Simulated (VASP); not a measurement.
# CdF2: single point with PBEsol

CdF2:

```xyz
3
Lattice="0.0000 2.5401 2.5401 2.5401 0.0000 2.5401 2.5401 2.5401 0.0000" Properties=species:S:1:pos:R:3 pbc="T T T"
Cd    0.0000    0.0000    0.0000
F     1.2701    1.2701    1.2701
F     3.8102    3.8102    3.8102
```

```json
{"Program": "VASP 6.6.1", "Task": "single point", "Functional": "PBEsol", "Potentials or basis": "VASP PAW PBE potentials, release 64 (Cd, F)", "Cutoff": "520 eV", "k mesh": "8 × 8 × 8", "Occupations": "gaussian, width 0.05 eV", "Spin": "no spin polarisation"}
```

```
Pressure               : 31.0 GPa
Band gap on the k mesh : 3.51 eV (least direct gap 3.72 eV)
```

Levels at points of the mesh, in eV from the valence-band top:
```csv
k point,band 11,band 12,band 13,band 14,band 15,band 16
"(0.00, 0.00, 0.00)",-0.21,-0.21,-0.21,3.51,13.22,13.22
"(0.50, 0.00, 0.00)",-2.69,-0.23,-0.23,8.42,9.43,15.86
"(0.50, 0.50, 0.00)",-0.95,-0.12,-0.12,9.31,10.44,11.95
```

Wall time 33 s on 1 thread of Intel Xeon 8259CL, with other jobs on the host, peak memory 0.16 GiB.

Caveat: the cell stands under pressure; the PAW data sets were made with another functional, which shifts forces and pressure a little. A k mesh can miss the band edges.
